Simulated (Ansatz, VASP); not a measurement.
## GaSb: VASP beside Ansatz

POSCAR

```
GaSb
1.0
    0.0000000000      3.0658787994      3.0658787994
    3.0658787994      0.0000000000      3.0658787994
    3.0658787994      3.0658787994      0.0000000000
Ga Sb
1 1
Direct
    0.0000000000      0.0000000000      0.0000000000
    0.2500000000      0.2500000000      0.2500000000
```

File INCAR.step1:

```
  PREC = Accurate
  ENCUT = 520
  EDIFF = 1E-5
  ISMEAR = -1
  SIGMA = 0.02
  LREAL = F
  LASPH = T
  NELM = 60
  ALGO = Normal
  ISIF = 2
  LWAVE = T
  LCHARG = F
  GGA = PE
  NBANDS = 16
```

The input INCAR.step2:

```
  PREC = Accurate
  ENCUT = 520
  EDIFF = 1E-6
  ISMEAR = -1
  SIGMA = 0.02
  LREAL = F
  LASPH = T
  NELM = 60
  ALGO = Normal
  ISIF = 2
  LWAVE = F
  LCHARG = F
  GGA = PE
  LHFCALC = T
  HFSCREEN = 0.2079
  PRECFOCK = Normal
  ISTART = 1
  NBANDS = 16
```

File KPOINTS:

```
Automatic mesh
0
Gamma
  6 6 6
```

Input for Ansatz:

```yaml
crystal:
  lattice:
    - [0.0, 3.0658787994, 3.0658787994]
    - [3.0658787994, 0.0, 3.0658787994]
    - [3.0658787994, 3.0658787994, 0.0]
  atoms:
    - { symbol: Ga, position: [0.0, 0.0, 0.0] }
    - { symbol: Sb, position: [0.25, 0.25, 0.25] }
kpoints:
  mp_grid: { grid: [6, 6, 6] }
  band_path:
    path:
      - [0.0, 0.0, 0.0]
      - [-0.5, -0.5, 0.0]
      - [-0.375, -0.375, 0.25]
      - [-0.375, 0.0, 0.375]
      - [0.0, 0.0, 0.5]
      - [-0.5, -0.25, 0.25]
    npoints: 1
hamiltonian:
  xc: hse06
scf:
  occupations: { method: fermi_dirac, width: 0.02 }
  n_extra_bands: 4
output:
  forces: true
  stress: true
  eigenvalues: true
  write_density: true
  write_potential: true
  elf: true
  volumetric_format: npy
```

Alike in both runs: task single point; functional HSE06; k mesh 6 × 6 × 6; occupations fermi-dirac, width 0.02 eV; no spin polarisation.

|  | VASP | Ansatz |
| --- | --- | --- |
| version | VASP 6.6.1 | Ansatz 0.2.0 |
| potentials or method | VASP PAW PBE potentials, release 64 (Ga_d, Sb) | plane waves, PAW |
| plane-wave cutoff (eV) | 520 | 420 |
| valence electrons in the cell | 18 | 28 |

VASP gave:

- gap on the k mesh at the Fermi level (eV): 0.79
- pressure (GPa): -0.3

**Question.** What did Ansatz give for the same quantities?

**Answer.** gap on the k mesh at the Fermi level (eV): 0.77; pressure (GPa): 0.2.

VASP's potentials hold 18 valence electrons a cell and Ansatz's 28, so a difference there can come from the potentials and not from the codes. Ansatz's warnings: stress exchange threshold loose, stress scf threshold loose.

Spin-orbit coupling is off throughout.
